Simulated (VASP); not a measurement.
Here is a VASP 6.6.1 calculation.

File INCAR:

```
  PREC = Accurate
  ENCUT = 500
  EDIFF = 1E-7
  ISMEAR = 0
  SIGMA = 0.02
  LREAL = F
  LASPH = T
  NELM = 120
  ALGO = Normal
  ISIF = 3
  LWAVE = F
  LCHARG = F
  GGA = PE
  IVDW = 12
  IBRION = 2
  NSW = 100
  EDIFFG = -0.002
  GGA_COMPAT = F
  NELMIN = 4
```

Contents of KPOINTS:

```
Automatic mesh
0
Gamma
  10 10 10
```

File POSCAR:

```
BP
1.0
    0.0000000000      2.2660723800      2.2660723800
    2.2660723800      0.0000000000      2.2660723800
    2.2660723800      2.2660723800      0.0000000000
B P
1 1
Direct
    0.0000000000      0.0000000000      0.0000000000
    0.7500000000      0.7500000000      0.7500000000
```

Potentials or basis: VASP PAW PBE potentials, release 64 (B, P).

Launch:

```bash
$ cat potpaw_PBE.64/B/POTCAR potpaw_PBE.64/P/POTCAR > POTCAR
$ mpirun -np 1 vasp_std > vasp.out
```

(1) Estimate the band gap on the k mesh.

(2) Predict the relaxed volume.

## Answers

(1) 1.21 eV, indirect (least direct gap 3.43 eV).

(2) 11.43 Å³/atom.
